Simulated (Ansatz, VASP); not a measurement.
# Eu in VASP and in Ansatz

```
Eu
1.0
     0.00000    2.75998    2.75998
     2.75998    0.00000    2.75998
     2.75998    2.75998    0.00000
Eu
1
Direct
  0.00000 0.00000 0.00000
```

Change from the starting cell: volume scaled by 1.02.

Alike in both runs: task single point; functional PBE; k mesh 12 × 12 × 12; occupations fermi-dirac, width 0.03 eV; collinear spin.

|  | VASP | Ansatz |
| --- | --- | --- |
| version | VASP 6.6.1 | Ansatz 0.2.0 |
| potentials or method | VASP PAW PBE potentials, release 64 (Eu), cutoff 520 eV | all-electron LAPW, scalar-relativistic |

```tsv
	VASP	Ansatz	Ansatz less VASP
pressure (GPa)	-0.5	-0.2	+0.32
net moment per atom (μB)	7.55	7.56	+0.005
size of the moment on the site where the two differ most (μB)	6.74	7.36	+0.619
```

Site moments also hang on the region over which each program counts them. Ansatz ran all-electron here, and VASP with PAW potentials.

Spin-orbit coupling is off throughout.
